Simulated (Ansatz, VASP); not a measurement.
SnTe: VASP beside Ansatz

INCAR

```
PREC = Accurate ; ENCUT = 520
EDIFF = 1E-6 ; ISMEAR = 0
SIGMA = 0.03 ; LREAL = False
LASPH = True ; NELM = 80
ALGO = Normal ; ISIF = 2
LWAVE = False ; LCHARG = False
NBANDS = 17
```

File KPOINTS:

```
regular mesh
0
Gamma
  10 10 10
```

POSCAR

```
SnTe
1.0
    0.1640828798      3.2406368767      3.2406368767
    3.2406368767      0.1640828798      3.2406368767
    3.2406368767      3.2406368767      0.1640828798
Sn Te
1 1
Direct
    0.0000000000      0.0000000000      0.0000000000
    0.5000000000      0.5000000000      0.5000000000
```

Input for Ansatz:

```yaml
crystal:
  lattice:
    - [0.1640828798, 3.2406368767, 3.2406368767]
    - [3.2406368767, 0.1640828798, 3.2406368767]
    - [3.2406368767, 3.2406368767, 0.1640828798]
  atoms:
    - { symbol: Sn, position: [0.0, 0.0, 0.0] }
    - { symbol: Te, position: [0.5, 0.5, 0.5] }
basis:
  ecutwfc: 420
kpoints:
  mp_grid: { grid: [10, 10, 10] }
hamiltonian:
  xc: lda
scf:
  occupations: { method: gaussian, width: 0.03 }
output:
  forces: true
  stress: true
  eigenvalues: true
```

Alike in both runs: task single point; functional LDA; k mesh 10 × 10 × 10; occupations gaussian, width 0.03 eV; no spin polarisation.

|  | VASP | Ansatz |
| --- | --- | --- |
| version | VASP 6.6.1 | Ansatz 0.2.0 |
| potentials or method | VASP PAW LDA potentials, release 64 (Sn_d, Te), cutoff 520 eV | scalar-relativistic, plane waves, PAW |
| valence electrons in the cell | 20 | 30 |

Ansatz gave:

| Property | Result |
| --- | --- |
| gap on the k mesh at the Fermi level (eV) | none |
| pressure (GPa) | -1.8 |
| traceless stress, the component that is largest in VASP (GPa) | -0.95 |

Problem. Estimate VASP's values.

Solution. gap on the k mesh at the Fermi level (eV): none; pressure (GPa): -1.8; traceless stress, the component that is largest in VASP (GPa): -0.92.

LDA's correlation is that of Perdew and Zunger in VASP and of Perdew and Wang (1992) in Ansatz. A gap of «none» marks a metal or a gap that the smearing closes. VASP's potentials hold 20 valence electrons a cell and Ansatz's 30, so a difference there can come from the potentials and not from the codes.

Neither program's run includes spin-orbit coupling.
